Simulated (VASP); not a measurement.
Write the native input for VASP 6.6.1 that does the following.

| Item | Value |
| --- | --- |
| Task | single point |
| Functional | r2SCAN |
| Potentials or basis | VASP PAW PBE potentials, release 64 (C, Si) |
| Cutoff | 520 eV |
| k mesh | 12 × 12 × 4 |
| Occupations | gaussian, width 0.01 eV |
| Spin | no spin polarisation |
| Dipole correction | no |
| Further INCAR settings | ALGO = Normal; EDIFF = 1e-07; NBANDS = 21 |

Crystal: SiC2.

```
C Si
1.0
     2.93014    0.00000    0.00000
    -1.46507    2.53758    0.00000
     0.00000    0.00000    7.17548
C Si
4 2
Direct
  0.00000 0.00000 0.98028
  0.66667 0.33333 0.69104
  0.33333 0.66667 0.33530
  0.66667 0.33333 0.90571
  0.33333 0.66667 0.59532
  0.00000 0.00000 0.24235
```

The input as run:

POSCAR

```
SiC2
1.0
    2.9301444276      0.0000000000      0.0000000000
   -1.4650722138      2.5375795110      0.0000000000
    0.0000000000      0.0000000000      7.1754817305
C Si
4 2
Direct
    0.0000000000      0.0000000000     -0.0197225612
    0.6666666667      0.3333333333      0.6910394813
    0.3333333333      0.6666666667      0.3353027557
    0.6666666667      0.3333333333      0.9057115828
    0.3333333333      0.6666666667      0.5953175289
    0.0000000000      0.0000000000      0.2423512125
```

INCAR.step1

```
  PREC = Accurate
  ENCUT = 520
  ISMEAR = 0
  SIGMA = 0.01
  LREAL = F
  LASPH = T
  NELM = 100
  NBANDS = 21
  GGA = PE
  ALGO = Normal
  EDIFF = 1E-4
  LWAVE = T
  LCHARG = F
```

INCAR.step2

```
  PREC = Accurate
  ENCUT = 520
  EDIFF = 1E-7
  ISMEAR = 0
  SIGMA = 0.01
  LREAL = F
  LASPH = T
  NELM = 100
  ALGO = Normal
  ISIF = 2
  LWAVE = F
  LCHARG = F
  METAGGA = R2SCAN
  LMIXTAU = T
  NBANDS = 21
  ISTART = 1
```

KPOINTS

```
Automatic mesh
0
Gamma
  12 12 4
```

Potentials or basis: VASP PAW PBE potentials, release 64 (C, Si).

The run is started by

```sh
$ cat potpaw_PBE.64/C/POTCAR potpaw_PBE.64/Si/POTCAR > POTCAR
$ cp INCAR.step1 INCAR
$ mpirun -np 1 vasp_std > vasp.out
$ cp INCAR.step2 INCAR
$ mpirun -np 1 vasp_std > vasp.out
```

It gave:

```json
{"Pressure": "-0.1 GPa", "Largest force": "0.070 eV/Å", "Band gap on the k mesh": "1.64 eV, indirect (least direct gap 3.20 eV)"}
```

Caveat: the PAW data sets were made with another functional, which shifts forces and pressure a little.

Wall time 3.8 min on 1 thread of Intel(R) Xeon(R) Platinum 8488C (Sapphire Rapids), on a shared host, peak memory 0.21 GiB.
